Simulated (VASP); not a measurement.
## AlNi2: single point with PBEsol

Crystal: AlNi2.

```
Al Ni
1.0
     3.97400    0.00000    0.00000
    -1.98700    3.44159    0.00000
     0.00000    0.00000    4.90426
Al Ni
2 4
Direct
  0.33333 0.66667 0.18987
  0.66667 0.33333 0.81013
  0.33333 0.66667 0.68511
  0.66667 0.33333 0.31489
  0.00000 0.00000 0.50000
  0.00000 0.00000 0.00000
```

```yaml
Program: VASP 6.6.1
Task: single point
Functional: PBEsol
Potentials_or_basis: VASP PAW PBE potentials, release 64 (Al, Ni)
Cutoff: 520 eV
k_mesh: 12 × 12 × 8
Occupations: methfessel-paxton, width 0.3 eV
Spin: no spin polarisation
```

```
Pressure               : 0.2 GPa
Largest force          : 0.067 eV/Å
Band gap on the k mesh : zero (bands 23 and 24 overlap by 4.22 eV)
```

Forces in eV/Å, atoms in the order of the input:
```
Al   0.000  0.000  0.067
Al   0.000  0.000 -0.067
Ni   0.000  0.000 -0.002
Ni   0.000  0.000  0.002
Ni   0.000  0.000  0.000
Ni   0.000  0.000  0.000
```

Stress tensor (GPa, compression positive):
```
0.21 0.00 0.00
0.00 0.21 0.00
0.00 0.00 0.13
```

Levels at points of the mesh, in eV from the Fermi level:
| k point | band 21 | band 22 | band 23 | band 24 | band 25 | band 26 |
| --- | --- | --- | --- | --- | --- | --- |
| (0.00, 0.00, 0.00) | -0.54 | -0.54 | 0.71 | 3.14 | 3.14 | 3.85 |
| (0.50, 0.00, 0.00) | -0.72 | -0.62 | -0.55 | -0.30 | 0.98 | 1.78 |
| (0.00, 0.00, 0.50) | -0.68 | -0.68 | 3.87 | 4.00 | 4.00 | 4.26 |
| (0.50, 0.00, 0.50) | -0.79 | -0.63 | -0.36 | -0.26 | 1.71 | 1.81 |

It took 8.8 min on 1 thread of Intel Xeon 8259CL, with other jobs on the host, peak memory 0.34 GiB.

Caveat: so wide a smearing shifts energies and pressures; the PAW data sets were made with another functional, which shifts forces and pressure a little. Spin polarisation is off, so any magnetic state and its effect on volume and gap are missing.
